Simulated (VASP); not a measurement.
# Ru (Fm-3m) in VASP: further runs

Ru is run at these levels: PBEsol; tasks: relaxation of cell and atoms, single point.

Program: VASP 6.6.1. These are calculated values, not measurements. Logs are shortened: lines on timing, memory, paths and dates and some standing lists are left out, and cuts for length are marked.

### 1 The cell of the first run

The structure is cubic, space group Fm-3m (No. 225). The conventional cell has a = 3.808 Å, b = 3.808 Å, c = 3.808 Å, α = 90.00°, β = 90.00°, γ = 90.00°. Ru (site symmetry m-3m) has 12 Ru at 2.69 Å within 3.6 Å.

### 2 Relaxation of cell and atoms, PBEsol

INCAR

```
PREC = Accurate
ENCUT = 600
EDIFF = 1E-6
ISMEAR = 0
SIGMA = 0.1
LREAL = False
LASPH = True
NELM = 100
ALGO = Normal
ISIF = 3
LWAVE = False
LCHARG = False
GGA = PS
IBRION = 2
NSW = 80
EDIFFG = -0.05
```

KPOINTS

```
regular mesh
0
Gamma
  8 8 8
```

POSCAR

```
Ru
1.0
    0.0000000000      1.9041912735      1.9041912735
    1.9041912735      0.0000000000      1.9041912735
    1.9041912735      1.9041912735      0.0000000000
Ru
1
Direct
    0.0000000000      0.0000000000      0.0000000000
```

Potentials or basis: VASP PAW PBE potentials, release 64 (Ru_pv).

Command:

```console
> cat potpaw_PBE.64/Ru_pv/POTCAR > POTCAR
> mpirun -np 1 vasp_std > vasp.out
```

OUTCAR:

```text
PREC = Accurate
   ENCUT = 600
   EDIFF = 1E-6
   ISMEAR = 0
   LREAL = False
   LASPH = True
   NELM = 100
   ISIF = 3
   GGA = PS
   IBRION = 2
   NSW = 80
   EDIFFG = -0.05

 ion  position               nearest neighbor table
   1  0.000  0.000  0.000-

  LATTYP: Found a face centered cubic cell.
 ALAT       =     3.8083825470

  Lattice vectors:

 A1 = (   0.0000000000,   1.9041912735,   1.9041912735)
 A2 = (   1.9041912735,   0.0000000000,   1.9041912735)
 A3 = (   1.9041912735,   1.9041912735,   0.0000000000)

Analysis of symmetry for initial positions (statically):
=====================================================================
 Subroutine PRICEL returns:
 Original cell was already a primitive cell.

 Routine SETGRP: Setting up the symmetry group for a
 face centered cubic supercell.

 Subroutine GETGRP returns: Found 48 space group operations
 (whereof 48 operations were pure point group operations)
 out of a pool of 48 trial point group operations.

The static configuration has the point symmetry O_h .

Analysis of symmetry for dynamics (positions and initial velocities):
=====================================================================
 Subroutine PRICEL returns:
 Original cell was already a primitive cell.

 Routine SETGRP: Setting up the symmetry group for a
 face centered cubic supercell.

 Subroutine GETGRP returns: Found 48 space group operations
 (whereof 48 operations were pure point group operations)
 out of a pool of 48 trial point group operations.

The dynamic configuration has the point symmetry O_h .

 Subroutine INISYM returns: Found 48 space group operations
 (whereof 48 operations are pure point group operations),
 and found     1 'primitive' translations

----------------------------------------------------------------------------------------

                                     Primitive cell

  volume of cell :      13.8090

  direct lattice vectors                    reciprocal lattice vectors
     0.000000000  1.904191273  1.904191273    -0.262578664  0.262578664  0.262578664
     1.904191273  0.000000000  1.904191273     0.262578664 -0.262578664  0.262578664
     1.904191273  1.904191273  0.000000000     0.262578664  0.262578664 -0.262578664

  length of vectors
     2.692933124  2.692933124  2.692933124     0.454799586  0.454799586  0.454799586

  position of ions in fractional coordinates (direct lattice)
     0.000000000  0.000000000  0.000000000

  ion indices of the primitive-cell ions
   primitive index   ion index
                 1           1

----------------------------------------------------------------------------------------

 KPOINTS: regular mesh

Automatic generation of k-mesh.
 Grid dimensions read from file:
 generate k-points for:    8    8    8

 Generating k-lattice:

  Cartesian coordinates                     Fractional coordinates (reciprocal lattice)
    -0.032822333  0.032822333  0.032822333     0.125000000  0.000000000  0.000000000
     0.032822333 -0.032822333  0.032822333     0.000000000  0.125000000  0.000000000
     0.032822333  0.032822333 -0.032822333     0.000000000  0.000000000  0.125000000

  Length of vectors
     0.056849948  0.056849948  0.056849948

  Shift w.r.t. Gamma in fractional coordinates (k-lattice)
     0.000000000  0.000000000  0.000000000

 Subroutine IBZKPT returns following result:
 ===========================================

 Found     29 irreducible k-points:

 Following reciprocal coordinates:
            Coordinates               Weight
  0.000000  0.000000  0.000000      1.000000
  0.125000  0.000000  0.000000      8.000000
  0.250000  0.000000  0.000000      8.000000
  0.375000  0.000000  0.000000      8.000000
  0.500000  0.000000  0.000000      4.000000
  0.125000  0.125000  0.000000      6.000000
[... 16 lines left out ...]
  0.500000  0.250000  0.125000     48.000000
 -0.375000  0.250000  0.125000     24.000000
 [... further k-points ...]
   k-points           NKPTS =     29   k-points in BZ     NKDIM =     29   number of bands    NBANDS=     11
   number of dos      NEDOS =    301   number of ions     NIONS =      1
   total plane-waves  NPLWV =  13824
   dimension x,y,z NGX =    24 NGY =   24 NGZ =   24
   dimension x,y,z NGXF=    48 NGYF=   48 NGZF=   48
   ions per type =               1
   NGX,Y,Z   is equivalent  to a cutoff of  14.82, 14.82, 14.82 a.u.
   NGXF,Y,Z  is equivalent  to a cutoff of  29.63, 29.63, 29.63 a.u.
 SYSTEM =  unknown system
   PREC   = accura    normal or accurate (medium, high low for compatibility)
   ISTART =      0    job   : 0-new  1-cont  2-samecut
   ICHARG =      2    charge: 1-file 2-atom 10-const
   ISPIN  =      1    spin polarized calculation?
   LNONCOLLINEAR =      F non collinear calculations
   LSORBIT =      F    spin-orbit coupling
   LASPH  =      T    aspherical Exc in radial PAW
   ENCUT  =  600.0 eV  44.10 Ry    6.64 a.u.   5.38  5.38  5.38*2*pi/ulx,y,z
   NELM   =    100;   NELMIN=  2; NELMDL= -5     # of ELM steps
   EDIFF  = 0.1E-05   stopping-criterion for ELM
   LREAL  =      F    real-space projection
   EDIFFG = -.5E-01   stopping-criterion for IOM
   NSW    =     80    number of steps for IOM
   IBRION =      2    ionic relax: 0-MD 1-quasi-New 2-CG
   NFREE  =      1    steps in history (QN), initial steepest desc. (CG)
   ISIF   =      3    stress and relaxation
   ISYM   =      2    0-nonsym 1-usesym 2-fastsym
   POTIM  = 0.5000    time-step for ionic-motion
   TEBEG  =    0.0;   TEEND  =   0.0 temperature during run
   PSTRESS=    0.0 pullay stress
   NELECT =      14.0000    total number of electrons
   NUPDOWN=      -1.0000    fix difference up-down
   EMIN   =  10.00;   EMAX   =-10.00  energy-range for DOS
   EFERMI =   0.00;   METHOD = LEGACY
   ISMEAR =     0;   SIGMA  =   0.10  broadening in eV -4-tet -1-fermi 0-gaus
   EFERMI_NEDOS =   21; number of points for ismear=-14 and -15
   IALGO  =     38    algorithm
   IMIX   =      4    mixing-type and parameters
     AMIX     =   0.40;   BMIX     =  1.00
     AMIX_MAG =   1.60;   BMIX_MAG =  1.00
  volume/ion in A,a.u.               =      13.81        93.19
  Fermi-wavevector in a.u.,A,eV,Ry     =   1.644613  3.107867 36.800365  2.704751
  Thomas-Fermi vector in A             =   2.734549
   LORBIT       =      0    0 simple, 1 ext, 2 COOP (PROOUT), +10 PAW based schemes
   GGA     = PS    functional components
   LHFCALC =     F    Hartree Fock is set to
   AEXX    =    0.0000 exact exchange contribution
   IVDW    =     0    specifies the selected vdW correction
   LEPSILON=     F    determine dielectric tensor
   LRPA    =     F    only Hartree local field effects (RPA)
 conjugate gradient relaxation of ions
 non-spin polarized calculation
 Gauss-broadening in eV      SIGMA  =   0.10
  energy-cutoff  :      600.00
  volume of cell :       13.81
 maximum number of plane-waves:       477
 NGX is ok and might be reduce to    24
   NGX = 11   NGY = 11   NGZ = 11

--------------------------------------- Ionic step        1  -------------------------------------------

 number of electron      14.0000000 magnetization

 Free energy of the ion-electron system (eV)
  ---------------------------------------------------
  ext. energy  EPLUGINS =         0.00000000
  ---------------------------------------------------
  free energy    TOTEN  =       -10.07771119 eV

  energy without entropy =      -10.07381996  energy(sigma->0) =      -10.07576558

------------------------ aborting loop because EDIFF is reached ----------------------------------------

  FORCE on cell =-STRESS in cart. coord.  units (eV):
  Direction    XX          YY          ZZ          XY          YZ          ZX
  --------------------------------------------------------------------------------------
  -------------------------------------------------------------------------------------
  Total       -0.9493481     -0.9493481     -0.9493481      0.0000000      0.0000000     -0.0000000
  in kB     -110.1474282   -110.1474282   -110.1474282      0.0000000      0.0000000     -0.0000000
  external PRESSURE =    -110.1474282 kB  Pullay stress =       0.0000000 kB
[... 55 lines left out ...]
  energy  without entropy=       -9.9138921039  energy(sigma->0) =       -9.91552698

--------------------------------------- Ionic step        3  -------------------------------------------

 number of electron      14.0000002 magnetization

 Free energy of the ion-electron system (eV)
  ---------------------------------------------------
  ext. energy  EPLUGINS =         0.00000000
  ---------------------------------------------------
  free energy    TOTEN  =       -10.09448722 eV

  energy without entropy =      -10.09083452  energy(sigma->0) =      -10.09266087

 E-fermi :  12.7959     XC(G=0): -14.3788

 val. band max:       12.7176380635   @ k =  -0.3750   0.3750   0.1250
 cond. band min:      12.8031580621   @ k =   0.0000   0.0000   0.0000
 fundamental gap:      0.0855199986
 Fermi energy:        12.7959090326

 k-point     1 :       0.0000    0.0000    0.0000
  band No.  band energies     occupation
      1     -29.4427      2.00000
      2     -29.4427      2.00000
      3     -29.4427      2.00000
      4       4.8318      2.00000
      5      10.2691      2.00000
      6      10.2691      2.00000
      7      10.2691      2.00000
      8      12.8032      0.91835
      9      12.8032      0.91835
     10      23.3336      0.00000
     11      27.9176      0.00000
[... 309 lines left out ...]
 k-point    24 :      -0.3750    0.2500    0.1250
  band No.  band energies     occupation
      1     -30.4238      2.00000
      2     -29.8955      2.00000
      3     -29.6905      2.00000
      4       7.9772      2.00000
      5       8.8812      2.00000
      6      10.6842      2.00000
      7      11.4986      2.00000
      8      14.4722      0.00000
      9      19.3919      0.00000
     10      22.6771      0.00000
     11      23.3489      0.00000

 [... further k-points ...]
[... 5 lines left out ...]
  --------------------------------------------------------------------------------------
  -------------------------------------------------------------------------------------
  Total       -0.0459731     -0.0459731     -0.0459731      0.0000000      0.0000000      0.0000000
  in kB       -5.5149638     -5.5149638     -5.5149638      0.0000000      0.0000000      0.0000000
  external PRESSURE =      -5.5149638 kB  Pullay stress =       0.0000000 kB
[... 16 lines left out ...]
  FREE ENERGIE OF THE ION-ELECTRON SYSTEM (eV)
  ---------------------------------------------------
  free  energy   TOTEN  =       -10.0944872227 eV

  energy  without entropy=      -10.0908345155  energy(sigma->0) =      -10.09266087

 reached required accuracy - stopping structural energy minimisation
```

It took 22 s on 1 thread of AMD EPYC 7R13, shared host; peak memory 0.12 GiB.

Results:

```yaml
Free_energy: -10.0945 eV
Relaxed_volume: 13.36 Å³/atom
Relaxed_cell: a = 2.663 Å, b = 2.663 Å, c = 2.663 Å, α = 60.00°, β = 60.00°, γ = 60.00°
Space_group_after_relaxing_to_0.05_Å: Fm-3m (No. 225)
Energy_gained_by_relaxing: 16.8 meV/atom
Ionic_steps: 3
Pressure_after_relaxing: -0.6 GPa
Band_gap_on_the_k_mesh: zero (band 7 reaches 15.27 eV, above the bottom of band 8 at 12.03 eV)
```

The path:
| step | energy change (eV) | largest force (eV/Å) | pressure (GPa) | volume (Å³) |
| --- | --- | --- | --- | --- |
| 1 | 0.0000 | 0.0000 | -11.01 | 13.81 |
| 2 | 0.1605 | 0.0000 | 47.08 | 12.00 |
| 3 | -0.0168 | 0.0000 | -0.55 | 13.36 |

Final structure:
```yaml
crystal:
  lattice:
    - [0.00000, 1.88313, 1.88313]
    - [1.88313, 0.00000, 1.88313]
    - [1.88313, 1.88313, 0.00000]
  atoms:
    - { symbol: Ru, position: [0.00000, 0.00000, 0.00000] }
```

Levels at points of the mesh, in eV from the Fermi level:
```
           k point  band 4  band 5  band 6  band 7  band 8  band 9  band 10  band 11
(0.00, 0.00, 0.00)   -7.96   -2.53   -2.53   -2.53    0.01    0.01    10.54    15.12
(0.50, 0.00, 0.00)   -6.11   -2.66   -2.66    1.10    1.94    1.94    10.35    10.60
(0.50, 0.50, 0.00)   -6.45   -5.95    1.90    2.47    2.47    3.79    10.53    13.64
```

Caveat: the PAW data sets were made with another functional, which shifts forces and pressure a little.

### 3 Single point, PBEsol

This run uses another cell than the first one, of 13.38 Å³/atom, 0.969 times its volume.

INCAR

```
SYSTEM = Ru
PREC = Accurate ; ENCUT = 520
EDIFF = 1E-6 ; ISMEAR = 0
SIGMA = 0.1 ; LREAL = .FALSE.
LASPH = .TRUE. ; NELM = 80
ALGO = Normal ; ISIF = 2
LWAVE = .FALSE. ; LCHARG = .TRUE.
GGA = PS ; LELF = .TRUE.
LVHAR = .TRUE. ; NBANDS = 13
```

KPOINTS

```
regular mesh
0
G
  20 20 20
  0 0 0
```

POSCAR

```
Ru
1.0
    0.0000000000      1.8844188960      1.8844188960
    1.8844188960      0.0000000000      1.8844188960
    1.8844188960      1.8844188960      0.0000000000
Ru
1
Direct
    0.0000000000      0.0000000000      0.0000000000
```

Potentials or basis: VASP PAW PBE potentials, release 64 (Ru_pv).

Command:

```console
> cat potpaw_PBE.64/Ru_pv/POTCAR > POTCAR
> mpirun -np 1 vasp_std > vasp.out
```

It took 51 s on 1 thread of AMD EPYC 7R13, shared host; peak memory 0.13 GiB.

The run converged. Its results:

```yaml
Free_energy: -10.0518 eV
Pressure: -0.1 GPa
Band_gap_on_the_k_mesh: zero (band 7 reaches 15.21 eV, above the bottom of band 8 at 11.49 eV)
```

Levels at points of the mesh, in eV from the Fermi level:
```
           k point  band 4  band 5  band 6  band 7  band 8  band 9  band 10  band 11
(0.00, 0.00, 0.00)   -8.08   -2.66   -2.66   -2.66   -0.13   -0.13    10.37    14.99
(0.50, 0.00, 0.00)   -6.23   -2.79   -2.79    0.97    1.79    1.79    10.18    10.43
(0.50, 0.50, 0.00)   -6.56   -6.07    1.75    2.32    2.32    3.65    10.37    13.49
```

Caveat: the PAW data sets were made with another functional, which shifts forces and pressure a little.
